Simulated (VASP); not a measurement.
# Mg8HO8 (a cell with a defect) in VASP: single point with PBE

Aim: the single point of Mg8HO8 (a cell with a defect) with PBE.

Everything below comes from runs of VASP 6.6.1. Logs are shortened: lines on timing, memory, paths and dates and some standing lists are left out, and cuts for length are marked.

**1. The cell of the first run**

The cell holds a defect, 17 atoms: a = 5.589 Å, b = 5.589 Å, c = 5.589 Å, α = 60.00°, β = 60.00°, γ = 60.00°.

**2. Single point, PBE, collinear spin**

Contents of INCAR:

```
SYSTEM = Mg8HO8
  PREC = Accurate
  ENCUT = 520
  EDIFF = 1E-6
  ISMEAR = -1
  SIGMA = 0.05
  LREAL = Auto
  LASPH = .TRUE.
  NELM = 150
  ALGO = Normal
  ISIF = 2
  LWAVE = .FALSE.
  LCHARG = .TRUE.
  ISPIN = 2
  MAGMOM = 0 0 0 0 0 0 0 0 0.08 0 0.08 0.08 0 0 0.08 0 0.32
  LORBIT = 11
  GGA = PE
  LELF = .TRUE.
  LVHAR = .TRUE.
  NBANDS = 50
```

Contents of KPOINTS:

```
Automatic mesh
0
G
  2 2 2
  0 0 0
```

Contents of POSCAR:

```
Mg8HO8
1.0
    0.0000000000      3.9520000000      3.9520000000
    3.9520000000      0.0000000000      3.9520000000
    3.9520000000      3.9520000000      0.0000000000
Mg O H
8 8 1
Direct
    0.0250253036      0.0086538462     -0.0096659919
    0.0098810729      0.0250379555      0.4513790486
    0.0023405870      0.5341219636      0.0073507085
   -0.0026568826      0.5036943320      0.5273785425
    0.5195723684     -0.0138031377     -0.0162575911
    0.4958122470      0.0465207490      0.4691169028
    0.4987348178      0.5163208502     -0.0140435223
    0.4763410931      0.4900556680      0.5365890688
    0.2620824899      0.2435096154      0.2423456478
    0.2433704453      0.2526062753      0.7653087045
    0.2446229757      0.7771128543      0.2551998988
    0.2456477733      0.7696103239      0.7418522267
    0.7447368421      0.2952682186      0.2430161943
    0.7594888664      0.2277834008      0.7697874494
    0.7110450405      0.7620571862      0.2756958502
    0.7632844130      0.7658147773      0.7307692308
    0.1008856275      0.6473684211      0.1663967611
```

Potentials or basis: VASP PAW PBE potentials, release 64 (Mg, O, H).

The run is started by

```bash
$ cat potpaw_PBE.64/Mg/POTCAR potpaw_PBE.64/O/POTCAR potpaw_PBE.64/H/POTCAR > POTCAR
$ mpirun -np 1 vasp_std > vasp.out
```

OUTCAR:

```text
SYSTEM = Mg8HO8
   PREC = Accurate
   ENCUT = 520
   EDIFF = 1E-6
   ISMEAR = -1
   LREAL = Auto
   LASPH = .TRUE.
   NELM = 150
   ISIF = 2
   ISPIN = 2
   LORBIT = 11
   GGA = PE

 ion  position               nearest neighbor table
   1  0.025  0.009  0.990-  17 1.67  10 1.83  11 1.92  14 1.93  12 1.93  13 2.13  15 2.22   2 2.58
                             3 2.67   4 2.68   5 2.69   7 2.70   6 2.78   6 2.82   7 2.89   5 2.91
   2  0.010  0.025  0.451-  11 1.76   9 1.87  13 1.89  16 2.00  14 2.09  12 2.09   1 2.58   3 2.68
                             5 2.74   4 2.76   6 2.77   8 2.82   8 2.83   6 2.83   5 2.86   4 2.87
   3  0.002  0.534  0.007-  17 1.70  12 1.90  13 1.96   9 1.97  15 1.98  16 2.05  10 2.08   5 2.62
                             8 2.65   7 2.67   1 2.67   2 2.68   4 2.79   4 2.81   1 2.92   7 2.93
   4  0.997  0.504  0.527-  17 1.65  16 1.85  10 1.91  14 2.03  11 2.06  15 2.13   9 2.16   8 2.67
                             7 2.68   1 2.68   6 2.68   2 2.76   3 2.79   3 2.81   2 2.87   1 2.92
   5  0.520  0.986  0.984-  16 1.87  14 1.91  11 1.93  15 1.93  10 1.96   9 2.04   3 2.62   8 2.67
                             7 2.68   1 2.69   2 2.74   6 2.79   6 2.83   2 2.86   1 2.91   7 2.91
   6  0.496  0.047  0.469-   9 1.83  15 1.91  13 1.97  10 2.00  12 2.08  16 2.09   8 2.63   7 2.66
                             4 2.68   2 2.77   1 2.78   5 2.79   1 2.82   5 2.83   2 2.83   7 2.93
   7  0.499  0.516  0.986-  17 1.83  12 1.97  13 2.00  14 2.01   9 2.02  16 2.03  11 2.10   8 2.65
                             6 2.66   3 2.67   4 2.68   5 2.68   1 2.70   1 2.89   5 2.91   4 2.92
   8  0.476  0.490  0.537-  10 1.86  12 1.93  13 1.95  15 2.01  11 2.04  14 2.05   6 2.63   3 2.65
                             7 2.65   4 2.67   5 2.67   2 2.82   2 2.83   4 2.92   5 2.94   7 2.95
   9  0.262  0.244  0.242-   6 1.83   2 1.87   3 1.97   7 2.02   5 2.04   4 2.16
  10  0.243  0.253  0.765-   1 1.83   8 1.86   4 1.91   5 1.96   6 2.00   3 2.08
  11  0.245  0.777  0.255-   2 1.76   1 1.92   5 1.93   8 2.04   4 2.06   7 2.10
  12  0.246  0.770  0.742-   3 1.90   8 1.93   1 1.93   7 1.97   6 2.08   2 2.09
  13  0.745  0.295  0.243-   2 1.89   8 1.95   3 1.96   6 1.97   7 2.00   1 2.13
  14  0.759  0.228  0.770-   5 1.91   1 1.93   7 2.01   4 2.03   8 2.05   2 2.09
  15  0.711  0.762  0.276-   6 1.91   5 1.93   3 1.98   8 2.01   4 2.13   1 2.22
  16  0.763  0.766  0.731-   4 1.85   5 1.87   2 2.00   7 2.03   3 2.05   6 2.09
  17  0.101  0.647  0.166-   4 1.65   1 1.67   3 1.70   7 1.83

  LATTYP: Found a face centered cubic cell.
 ALAT       =     7.9040000000

  Lattice vectors:

 A1 = (   0.0000000000,   3.9520000000,   3.9520000000)
 A2 = (   3.9520000000,   0.0000000000,   3.9520000000)
 A3 = (   3.9520000000,   3.9520000000,   0.0000000000)

Analysis of symmetry for initial positions (statically):
=====================================================================
 Subroutine PRICEL returns:
 Original cell was already a primitive cell.

 Routine SETGRP: Setting up the symmetry group for a
 face centered cubic supercell.

 Subroutine GETGRP returns: Found  1 space group operations
 (whereof  1 operations were pure point group operations)
 out of a pool of 48 trial point group operations.

The static configuration has the point symmetry C_1 .

Analysis of symmetry for dynamics (positions and initial velocities):
=====================================================================
 Subroutine PRICEL returns:
 Original cell was already a primitive cell.

 Routine SETGRP: Setting up the symmetry group for a
 face centered cubic supercell.

 Subroutine GETGRP returns: Found  1 space group operations
 (whereof  1 operations were pure point group operations)
 out of a pool of 48 trial point group operations.

The dynamic configuration has the point symmetry C_1 .

Analysis of structural, dynamic, and magnetic symmetry:
=====================================================================
 Subroutine PRICEL returns:
 Original cell was already a primitive cell.

 Routine SETGRP: Setting up the symmetry group for a
 face centered cubic supercell.

 Subroutine GETGRP returns: Found  1 space group operations
 (whereof  1 operations were pure point group operations)
 out of a pool of 48 trial point group operations.

The overall configuration has the point symmetry C_1 .

 Subroutine INISYM returns: Found  1 space group operations
 (whereof  1 operations are pure point group operations),
 and found     1 'primitive' translations

----------------------------------------------------------------------------------------

                                     Primitive cell

  volume of cell :     123.4471

[... 96 lines left out ...]
   LNONCOLLINEAR =      F non collinear calculations
   LSORBIT =      F    spin-orbit coupling
   LASPH  =      T    aspherical Exc in radial PAW
   ENCUT  =  520.0 eV  38.22 Ry    6.18 a.u.  10.39 10.39 10.39*2*pi/ulx,y,z
   NELM   =    150;   NELMIN=  2; NELMDL= -5     # of ELM steps
   EDIFF  = 0.1E-05   stopping-criterion for ELM
   LREAL  =      T    real-space projection
   EDIFFG = 0.1E-04   stopping-criterion for IOM
   NSW    =      0    number of steps for IOM
   IBRION =     -1    ionic relax: 0-MD 1-quasi-New 2-CG
   NFREE  =      0    steps in history (QN), initial steepest desc. (CG)
   ISIF   =      2    stress and relaxation
   ISYM   =      2    0-nonsym 1-usesym 2-fastsym
   POTIM  = 0.5000    time-step for ionic-motion
   TEBEG  =    0.0;   TEEND  =   0.0 temperature during run
   PSTRESS=    0.0 pullay stress
   NELECT =      65.0000    total number of electrons
   NUPDOWN=      -1.0000    fix difference up-down
   EMIN   =  10.00;   EMAX   =-10.00  energy-range for DOS
   EFERMI =   0.00;   METHOD = LEGACY
   ISMEAR =    -1;   SIGMA  =   0.05  broadening in eV -4-tet -1-fermi 0-gaus
   EFERMI_NEDOS =   21; number of points for ismear=-14 and -15
   IALGO  =     38    algorithm
   IMIX   =      4    mixing-type and parameters
     AMIX     =   0.40;   BMIX     =  1.00
     AMIX_MAG =   1.60;   BMIX_MAG =  1.00
  volume/ion in A,a.u.               =       7.26        49.00
  Fermi-wavevector in a.u.,A,eV,Ry     =   1.321962  2.498146 23.777322  1.747584
  Thomas-Fermi vector in A             =   2.451678
   LORBIT       =     11    0 simple, 1 ext, 2 COOP (PROOUT), +10 PAW based schemes
   GGA     = PE    functional components
   LHFCALC =     F    Hartree Fock is set to
   AEXX    =    0.0000 exact exchange contribution
   IVDW    =     0    specifies the selected vdW correction
   LEPSILON=     F    determine dielectric tensor
   LRPA    =     F    only Hartree local field effects (RPA)
 spin polarized calculation
  energy-cutoff  :      520.00
  volume of cell :      123.45
 maximum number of plane-waves:      3316
 NGX is ok and might be reduce to    42
   NGX = 21   NGY = 21   NGZ = 21

 number of electron      64.9999994 magnetization       0.7499828

 Free energy of the ion-electron system (eV)
  ---------------------------------------------------
  ext. energy  EPLUGINS =         0.00000000
  ---------------------------------------------------
  free energy    TOTEN  =       -87.21788414 eV

  energy without entropy =      -87.20670123  energy(sigma->0) =      -87.21229269

 E-fermi :   8.6180     XC(G=0): -12.1078

 val. band max:        8.5903509242   @ k =   0.0000   0.5000   0.5000
 cond. band min:       8.6183446103   @ k =   0.5000   0.5000   0.0000
 fundamental gap:      0.0279936861
 Fermi energy:         8.6179985362

 spin component 1

 k-point     1 :       0.0000    0.0000    0.0000
  band No.  band energies     occupation
      1     -13.6866      1.00000
      2     -12.1835      1.00000
      3     -11.8944      1.00000
      4     -11.6970      1.00000
      5     -11.6468      1.00000
      6     -11.3328      1.00000
[... 365 lines left out ...]
     43      17.4278      0.00000
     44      17.5512      0.00000
 Fermi energy:         8.6179985362

 spin component 2

 k-point     1 :       0.0000    0.0000    0.0000
  band No.  band energies     occupation
      1     -13.6127      1.00000
      2     -12.1245      1.00000
      3     -11.7894      1.00000
      4     -11.6296      1.00000
      5     -11.6149      1.00000
      6     -11.2688      1.00000
[... 365 lines left out ...]
     43      17.4503      0.00000
     44      17.5684      0.00000
 [bands above 44 left out]

------------------------ aborting loop because EDIFF is reached ----------------------------------------

  FORCE on cell =-STRESS in cart. coord.  units (eV):
  Direction    XX          YY          ZZ          XY          YZ          ZX
  --------------------------------------------------------------------------------------
  -------------------------------------------------------------------------------------
  Total       52.5352838     48.9636579     50.9467552     -0.1621748      0.9024915      1.2186977
  in kB      681.8374662    635.4825570    661.2204974     -2.1048111     11.7131280     15.8170598
  external PRESSURE =     659.5135068 kB  Pullay stress =       0.0000000 kB

 VOLUME and BASIS-vectors are now :
 -----------------------------------------------------------------------------
  energy-cutoff  :      520.00
  volume of cell :      123.45
      direct lattice vectors                 reciprocal lattice vectors
     0.000000000  3.952000000  3.952000000    -0.126518219  0.126518219  0.126518219
     3.952000000  0.000000000  3.952000000     0.126518219 -0.126518219  0.126518219
     3.952000000  3.952000000  0.000000000     0.126518219  0.126518219 -0.126518219

 POSITION                                       TOTAL-FORCE (eV/Angst)
 -----------------------------------------------------------------------------------
      3.94800      4.01270      0.13310         1.076772     -1.742709     -1.842452
      1.88280      1.82290      0.13800         3.804109      1.983755     -1.087544
      2.13990      0.03830      2.12010        -0.538486     -0.915408     -1.560323
      4.07480      6.02570      5.93210        -0.991915     -1.412043     -1.064702
      7.78520      5.94110      5.95080         1.696276      0.661826      0.296877
      2.03780      3.81340      2.14330        -0.825025      2.121256     -1.324234
[... 9 lines left out ...]
      5.91450      5.90450      6.04300         0.584577     -0.318211     -0.672431
      3.21600      1.05630      2.95710        -0.583708     -0.113349     -0.108056
 -----------------------------------------------------------------------------------
    total drift:                               -0.004216      0.001152     -0.003765

  FREE ENERGIE OF THE ION-ELECTRON SYSTEM (eV)
  ---------------------------------------------------
  free  energy   TOTEN  =       -87.2178841398 eV

  energy  without entropy=      -87.2067012339  energy(sigma->0) =      -87.21229269

 total charge

# of ion       s       p       d       tot
------------------------------------------
    1        0.193   0.277   0.148   0.618
    2        0.199   0.287   0.154   0.640
    3        0.185   0.263   0.138   0.586
    4        0.186   0.258   0.133   0.577
    5        0.193   0.277   0.145   0.615
    6        0.188   0.261   0.134   0.583
[... 9 lines left out ...]
   16        1.551   3.688   0.000   5.239
   17        0.619   0.027   0.000   0.646
--------------------------------------------------
tot         14.582  31.568   1.106  47.257

 magnetization (x)

# of ion       s       p       d       tot
------------------------------------------
    1       -0.000   0.002   0.005   0.006
    2        0.000   0.001   0.001   0.003
    3       -0.000   0.002   0.005   0.007
    4        0.001   0.003   0.005   0.008
    5        0.000   0.001   0.001   0.003
    6       -0.000   0.000   0.001   0.001
[... 9 lines left out ...]
   16       -0.000  -0.001   0.000  -0.001
   17        0.224   0.002   0.000   0.226
--------------------------------------------------
tot          0.249   0.316   0.021   0.587
```

It took 11 min on 1 thread of Intel Xeon 8259CL, shared host; peak memory 0.34 GiB.

Results:

- Free energy: -87.2179 eV
- Pressure: 66.0 GPa
- Largest force: 4.426 eV/Å
- Net moment: 0.75 μB per cell
- Site moments: Mg +0.01, +0.00 (each value once); O +0.07, -0.00, +0.11, +0.05 (each value once); H +0.23 μB
- Valence electrons inside the program's atomic spheres: Mg 0.62, 0.64, 0.59, 0.58, 0.61, 0.54 (each value once); O 5.24, 5.28, 5.25, 5.23, 5.21, 5.19 (each value once); H 0.65

Forces in eV/Å, atoms in the order of the input:
```
Mg   1.077 -1.743 -1.842
Mg   3.804  1.984 -1.088
Mg  -0.538 -0.915 -1.560
Mg  -0.992 -1.412 -1.065
Mg   1.696  0.662  0.297
Mg  -0.825  2.121 -1.324
Mg  -0.069  0.811  0.285
Mg  -0.232 -0.126  3.140
O    0.605 -0.820  0.834
O   -0.251 -0.165  1.164
O   -2.597  1.436 -0.081
O   -0.611 -0.049  1.061
O   -1.130 -0.647 -1.120
O    0.419 -1.439  1.482
O   -0.356  0.735  0.598
O    0.585 -0.318 -0.672
H   -0.584 -0.113 -0.108
```

Stress tensor (GPa, compression positive):
```
68.18 -0.21  1.58
-0.21 63.55  1.17
 1.58  1.17 66.12
```

Caveat: the k points lie up to 0.69 Å⁻¹ apart; a moment this small can come from the mesh or the smearing.
